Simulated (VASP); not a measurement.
A run of VASP 6.6.1:

The input INCAR:

```
SYSTEM = Zn2Sn5N
ALGO = Normal
EDIFF = 1E-6
EDIFFG = -0.08
ENCUT = 600
GGA = PE
IBRION = 2
ISIF = 3
ISMEAR = 0
LASPH = .TRUE.
LCHARG = .FALSE.
LREAL = .FALSE.
LWAVE = .FALSE.
NELM = 80
NSW = 36
PREC = Accurate
SIGMA = 0.2
```

KPOINTS

```
k-points
0
G
  3 3 3
  0 0 0
```

File POSCAR:

```
Zn2Sn5N
1.0
    5.8341717100      0.0000000000      0.0000000000
    0.0000000000      5.8341717100      0.0000000000
    0.0000000000      0.0000000000      5.7627050500
Zn Sn N
2 5 1
Direct
    0.5000000000      0.5000000000      0.0000000000
    0.0000000000      0.0000000000      0.5000000000
    0.7129857000      0.0000000000      0.5000000000
    0.2870143000      0.0000000000      0.5000000000
    0.0000000000      0.2870143000      0.5000000000
    0.0000000000      0.7129857000      0.5000000000
    0.0000000000      0.0000000000      0.0000000000
    0.5000000000      0.5000000000      0.5000000000
```

Potentials or basis: VASP PAW PBE potentials, release 64 (Zn, Sn_d, N).

The run is started by

```sh
$ cat potpaw_PBE.64/Zn/POTCAR potpaw_PBE.64/Sn_d/POTCAR potpaw_PBE.64/N/POTCAR > POTCAR
$ mpirun -np 1 vasp_std > vasp.out
```

Hardware: 1 thread of Intel(R) Xeon(R) Platinum 8559C (Emerald Rapids) (shared host).

**Question.** Estimate the wall time of this run.

**Answer.** Run time: 17 min on 1 thread of Intel(R) Xeon(R) Platinum 8559C (Emerald Rapids) (shared host), peak memory 0.37 GiB. Counts: scf iterations 278, k points 6, ion steps 16.
